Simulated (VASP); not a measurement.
Input of a VASP 6.6.1 run:

INCAR

```
SYSTEM = Si3C
ALGO = Normal
EDIFF = 1E-6
ENCUT = 520
GGA = PE
ISIF = 2
ISMEAR = 0
LASPH = .True.
LCHARG = .True.
LELF = .True.
LREAL = .False.
LVHAR = .True.
LWAVE = .False.
NBANDS = 16
NELM = 80
PREC = Accurate
SIGMA = 0.1
```

Contents of KPOINTS:

```
k-points
0
Gamma
  14 14 14
  0 0 0
```

File POSCAR:

```
Si3C
1.0
    0.0000000000      2.9180610103      2.9180610103
    2.9180610103      0.0000000000      2.9180610103
    2.9180610103      2.9180610103      0.0000000000
Si C
3 1
Direct
    0.7500000000      0.7500000000      0.7500000000
    0.2500000000      0.2500000000      0.2500000000
    0.5000000000      0.5000000000      0.5000000000
    0.0000000000      0.0000000000      0.0000000000
```

Potentials or basis: VASP PAW PBE potentials, release 64 (Si, C).

Launch:

```sh
$ cat potpaw_PBE.64/Si/POTCAR potpaw_PBE.64/C/POTCAR > POTCAR
$ mpirun -np 1 vasp_std > vasp.out
```

(1) What does it give for the band gap on the k mesh?

(2) Estimate the pressure.

Results:

(1) zero (bands 8 and 9 overlap by 3.88 eV).

(2) 0.0 GPa.
